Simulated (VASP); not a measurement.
# LiF (Fm-3m) in VASP: further runs, part 2 of 2

VASP 6.6.1. The steps go on from the part before.

## 3. Vibrations by perturbation theory, PBE

The input, INCAR:

```
PREC = Accurate
ENCUT = 520
EDIFF = 1E-8
ISMEAR = 0
SIGMA = 0.01
LREAL = F
LASPH = T
NELM = 100
ALGO = Normal
ISIF = 2
LWAVE = F
LCHARG = F
GGA = PE
IBRION = 8
NSW = 1
LEPSILON = T
```

The input, KPOINTS:

```
regular mesh
0
Gamma
  12 12 12
```

The input, POSCAR:

```
LiF
1.0
    0.0000000000      2.0340122074      2.0340122074
    2.0340122074      0.0000000000      2.0340122074
    2.0340122074      2.0340122074      0.0000000000
Li F
1 1
Direct
    0.0000000000      0.0000000000      0.0000000000
    0.5000000000      0.5000000000      0.5000000000
```

Potentials or basis: VASP PAW PBE potentials, release 64 (Li_sv, F).

The run is started by

```
cat potpaw_PBE.64/Li_sv/POTCAR potpaw_PBE.64/F/POTCAR > POTCAR
mpirun -np 1 vasp_std > vasp.out
```

OUTCAR:

```text
PREC = Accurate
   ENCUT = 520
   EDIFF = 1E-8
   ISMEAR = 0
   LREAL = F
   LASPH = T
   NELM = 100
   ISIF = 2
   GGA = PE
   IBRION = 8
   NSW = 1
   LEPSILON = T

 ion  position               nearest neighbor table
   1  0.000  0.000  0.000-   2 2.03   2 2.03   2 2.03   2 2.03   2 2.03   2 2.03
   2  0.500  0.500  0.500-   1 2.03   1 2.03   1 2.03   1 2.03   1 2.03   1 2.03

  LATTYP: Found a face centered cubic cell.
 ALAT       =     4.0680244148

  Lattice vectors:

 A1 = (   0.0000000000,   2.0340122074,   2.0340122074)
 A2 = (   2.0340122074,   0.0000000000,   2.0340122074)
 A3 = (   2.0340122074,   2.0340122074,   0.0000000000)

Analysis of symmetry for initial positions (statically):
=====================================================================
 Subroutine PRICEL returns:
 Original cell was already a primitive cell.

 Routine SETGRP: Setting up the symmetry group for a
[... 589 lines left out ...]

 SECOND DERIVATIVES (NOT SYMMETRIZED)
 ------------------------------------
               1X          1Y          1Z          2X          2Y          2Z
  1X    -1.396427    0.000000    0.000000    1.396427    0.000000    0.000000
  1Y     0.000000   -1.396427    0.000000    0.000000    1.396427    0.000000
  1Z     0.000000    0.000000   -1.396427    0.000000    0.000000    1.396427
  2X     1.378277    0.000000    0.000000   -1.378277    0.000000    0.000000
  2Y     0.000000    1.378277    0.000000    0.000000   -1.378277    0.000000
  2Z     0.000000    0.000000    1.378277    0.000000    0.000000   -1.378277

 Eigenvectors and eigenvalues of the dynamical matrix
 ----------------------------------------------------

   1 f  =    8.149672 THz    51.205897 2PiTHz  271.843782 cm-1    33.704318 meV
             X         Y         Z           dx          dy          dz
      0.000000  0.000000  0.000000     0.000000    0.856173    0.000000
      2.034012  2.034012  2.034012     0.000000   -0.516690    0.000000
[... 21 lines left out ...]
   6 f/i=    0.023583 THz     0.148174 2PiTHz    0.786631 cm-1     0.097530 meV
             X         Y         Z           dx          dy          dz
      0.000000  0.000000  0.000000     0.000000    0.000000   -0.516690
      2.034012  2.034012  2.034012     0.000000    0.000000   -0.856173

--------------------------------------------------------------------------------------------------------

 MACROSCOPIC STATIC DIELECTRIC TENSOR IONIC CONTRIBUTION
 ------------------------------------------------------
           8.602678    -0.000000     0.000000
          -0.000000     8.602678    -0.000000
           0.000000    -0.000000     8.602678
 ------------------------------------------------------

 ELASTIC MODULI CONTR FROM IONIC RELAXATION (kBar)
 Direction    XX          YY          ZZ          XY          YZ          ZX
 --------------------------------------------------------------------------------
 XX           0.0000      0.0000      0.0000      0.0000      0.0000      0.0000
 YY           0.0000      0.0000      0.0000      0.0000      0.0000      0.0000
 ZZ           0.0000      0.0000      0.0000      0.0000      0.0000      0.0000
 XY           0.0000      0.0000      0.0000      0.0000      0.0000      0.0000
 YZ           0.0000      0.0000      0.0000      0.0000      0.0000      0.0000
 ZX           0.0000      0.0000      0.0000      0.0000      0.0000      0.0000
 --------------------------------------------------------------------------------

 PIEZOELECTRIC TENSOR IONIC CONTR  for field in x, y, z        (C/m^2)
          XX          YY          ZZ          XY          YZ          ZX
  --------------------------------------------------------------------------------
  x     0.00000     0.00000     0.00000     0.00000     0.00000     0.00000
  y     0.00000     0.00000     0.00000     0.00000     0.00000     0.00000
  z     0.00000     0.00000     0.00000     0.00000     0.00000     0.00000
```

Run time: 3.3 min. Hardware: 1 thread of Intel Xeon Platinum 8488C (Sapphire Rapids), shared host; peak memory 0.18 GiB.

Results:

- Electronic dielectric tensor (diagonal): 2.05
- Born charges (mean of the diagonal): Li +1.05; F -1.05 e
- Highest phonon frequency at Γ, LO-TO splitting left out: 272 cm⁻¹

Phonon frequencies in cm⁻¹ (negative: imaginary):
| q point | frequencies |
| --- | --- |
| (0.000, 0.000, 0.000) | -1 -1 -1 272 272 272 |

Electronic dielectric tensor:
```
2.05 0.00 0.00
0.00 2.05 0.00
0.00 0.00 2.05
```

Born effective charge tensors (e):
atom 1, Li
```
1.05 0.00 0.00
0.00 1.05 0.00
0.00 0.00 1.05
```
atom 2, F
```
-1.05  0.00  0.00
 0.00 -1.05  0.00
 0.00  0.00 -1.05
```

Caveat: the cutoff is under 1.25 times the usual one of these potentials, so pressure, stress and relaxed cells hold a basis-set (Pulay) error.

## 4. Elastic constants, PBE

The input, INCAR:

```
SYSTEM = LiF
PREC = Accurate
ENCUT = 600
EDIFF = 1E-8
ISMEAR = 0
SIGMA = 0.01
LREAL = .FALSE.
LASPH = .TRUE.
NELM = 60
ALGO = Normal
ISIF = 3
LWAVE = .FALSE.
LCHARG = .TRUE.
GGA = PE
IBRION = 6
NFREE = 2
POTIM = 0.015
NSW = 1
```

The input, KPOINTS:

```
Automatic mesh
0
G
  12 12 12
  0 0 0
```

POSCAR is that of step 3.

Potentials or basis: VASP PAW PBE potentials, release 64 (Li_sv, F).

The run is started by

```
cat potpaw_PBE.64/Li_sv/POTCAR potpaw_PBE.64/F/POTCAR > POTCAR
mpirun -np 1 vasp_std > vasp.out
```

OUTCAR:

```text
SYSTEM = LiF
   PREC = Accurate
   ENCUT = 600
   EDIFF = 1E-8
   ISMEAR = 0
   LREAL = .FALSE.
   LASPH = .TRUE.
   NELM = 60
   ISIF = 3
   GGA = PE
   IBRION = 6
   NFREE = 2
   POTIM = 0.015
   NSW = 1

 ion  position               nearest neighbor table
   1  0.000  0.000  0.000-   2 2.03   2 2.03   2 2.03   2 2.03   2 2.03   2 2.03
[... 741 lines left out ...]
      0.000000  0.000000  0.000000     0.855933    0.000000    0.000000
      2.034012  2.034012  2.034012    -0.517086    0.000000    0.000000
[... 21 lines left out ...]
   6 f/i=    0.019833 THz     0.124615 2PiTHz    0.661561 cm-1     0.082023 meV
             X         Y         Z           dx          dy          dz
      0.000000  0.000000  0.000000    -0.080493    0.509480    0.036451
      2.034012  2.034012  2.034012    -0.133241    0.843343    0.060338

--------------------------------------------------------------------------------------------------------

 ELASTIC MODULI CONTR FROM IONIC RELAXATION (kBar)
 Direction    XX          YY          ZZ          XY          YZ          ZX
 --------------------------------------------------------------------------------
 XX           0.0000      0.0000      0.0000      0.0000      0.0000      0.0000
 YY           0.0000      0.0000      0.0000      0.0000      0.0000      0.0000
 ZZ           0.0000      0.0000      0.0000      0.0000      0.0000      0.0000
 XY           0.0000      0.0000      0.0000      0.0000      0.0000      0.0000
 YZ           0.0000      0.0000      0.0000      0.0000      0.0000      0.0000
 ZX           0.0000      0.0000      0.0000      0.0000      0.0000      0.0000
 --------------------------------------------------------------------------------

 TOTAL ELASTIC MODULI (kBar)
 Direction    XX          YY          ZZ          XY          YZ          ZX
 --------------------------------------------------------------------------------
 XX        1068.2768    439.3623    439.3623     -0.0000     -0.0000      0.0000
 YY         439.3623   1068.2768    439.3623      0.0000      0.0000      0.0000
 ZZ         439.3623    439.3623   1068.2768     -0.0000     -0.0000      0.0000
 XY          -0.0000      0.0000     -0.0000    594.7400      0.0000      0.0000
 YZ          -0.0000      0.0000     -0.0000      0.0000    594.7400      0.0000
 ZX           0.0000      0.0000      0.0000      0.0000      0.0000    594.7400
 --------------------------------------------------------------------------------
```

OSZICAR:

```text
N       E                     dE             d eps       ncg     rms          rms(c)
DAV:   1     0.376391659810E+02    0.37639E+02   -0.61223E+03  1353   0.124E+03
DAV:   2    -0.874894753987E+01   -0.46388E+02   -0.44083E+02  1422   0.222E+02
DAV:   3    -0.101404491473E+02   -0.13915E+01   -0.13888E+01  1749   0.364E+01
[... 190 lines left out ...]
DAV:   5    -0.964304879211E+01   -0.45412E-05   -0.30947E-05  3102   0.585E-02    0.104E-02
DAV:   6    -0.964304892814E+01   -0.13603E-06   -0.18980E-06  3426   0.209E-02    0.171E-03
DAV:   7    -0.964304886544E+01    0.62697E-07   -0.56967E-07  3596   0.769E-03    0.764E-04
DAV:   8    -0.964304885488E+01    0.10554E-07   -0.15137E-08  3460   0.150E-03    0.236E-04
DAV:   9    -0.964304885221E+01    0.26723E-08   -0.22052E-09  1611   0.598E-04
  17 F= -.96430489E+01 E0= -.96430489E+01  d E =-.485684E-63
```

stdout:

```text
POSCAR found type information on POSCAR LiF
 POSCAR found :  2 types and       2 ions
 scaLAPACK will be used
 LDA part: xc-table for (Slater+PW92), standard interpolation
 POSCAR, INCAR and KPOINTS ok, starting setup
 FFT: planning ... GRIDC
 FFT: planning ... GRID_SOFT
 FFT: planning ... GRID
 WAVECAR not read
 entering main loop
 Found     2 degrees of freedom:
 Adding 6 more for cell shape distortion
 Finite differences POTIM= 0.01500 DOF=   8
 bond charge predicted
 Finite differences progress:
 bond charge predicted
 Finite differences progress:
 bond charge predicted
 Finite differences progress:
 bond charge predicted
 Finite differences progress:
 bond charge predicted
 Finite differences progress:
 bond charge predicted
 Finite differences progress:
 bond charge predicted
 Finite differences progress:
 bond charge predicted
 Finite differences progress:
 bond charge predicted
 Finite differences progress:
 bond charge predicted
 Finite differences progress:
 bond charge predicted
 Finite differences progress:
 bond charge predicted
 Finite differences progress:
 bond charge predicted
 Finite differences progress:
 bond charge predicted
 Finite differences progress:
 bond charge predicted
 Finite differences progress:
 bond charge predicted
 Finite differences progress:
```

It took 4.4 min on 1 thread of Intel Xeon Platinum 8488C (Sapphire Rapids), shared host; peak memory 0.28 GiB.

Results:

```yaml
Elastic_constants_C11_C12_C44: 107, 44, 59 GPa
Voigt_bulk_modulus: 65 GPa
Highest_phonon_frequency_at_Γ_LO-TO_splitting_left_out: 272 cm⁻¹
```

Phonon frequencies in cm⁻¹ (negative: imaginary):
```csv
q point,frequencies
"(0.000, 0.000, 0.000)",-1 -1 -1 272 272 272
```

Elastic tensor in Voigt notation (GPa, in the Cartesian axes of the cell as first typed):
```
107  44  44   0   0   0
 44 107  44   0   0   0
 44  44 107   0   0   0
  0   0   0  59   0   0
  0   0   0   0  59   0
  0   0   0   0   0  59
```

Clamped-ion elastic tensor (GPa):
```
107  44  44   0   0   0
 44 107  44   0   0   0
 44  44 107   0   0   0
  0   0   0  59   0   0
  0   0   0   0  59   0
  0   0   0   0   0  59
```

Caveat: the cutoff is under 1.25 times the usual one of these potentials, so pressure, stress and relaxed cells hold a basis-set (Pulay) error.
